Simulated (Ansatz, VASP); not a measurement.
## BaTiO3: VASP beside Ansatz

```
Ba Ti O
1.0
     2.82767    1.63255    2.31773
    -2.82767    1.63255    2.31773
     0.00000   -3.26511    2.31773
Ba Ti O
1 1 3
Cartesian
  0.0000 0.0000 0.0000
  0.0000 0.0000 3.5739
  0.0000 -1.5996 4.5536
  -1.3853 0.7998 4.5536
  1.3853 0.7998 4.5536
```

Alike in both runs: task single point; functional PBE; k mesh 6 × 6 × 6; occupations gaussian, width 0.02 eV; no spin polarisation.

|  | VASP | Ansatz |
| --- | --- | --- |
| version | VASP 6.6.1 | Ansatz 0.2.0 |
| potentials or method | VASP PAW PBE potentials, release 64 (Ba_sv, Ti_sv, O), cutoff 600 eV | scalar-relativistic, plane waves, PAW |
| valence electrons in the cell | 40 | 40 |

|  | VASP | Ansatz | Ansatz less VASP |
| --- | --- | --- | --- |
| gap on the k mesh at the Fermi level (eV) | 2.35 | 2.41 | +0.053 |
| least direct gap on the mesh (eV) | 2.74 | 2.75 | +0.013 |
| pressure (GPa) | 6.6 | 5.0 | -1.61 |
| traceless stress, the component that is largest in VASP (GPa) | -0.22 | -0.18 | +0.042 |
| rms of the force components (eV/Å) | 0.102 | 0.086 | -0.0158 |

Atom by atom the forces differ by 0.026 eV/Å (rms over components).

Spin-orbit coupling is off throughout.
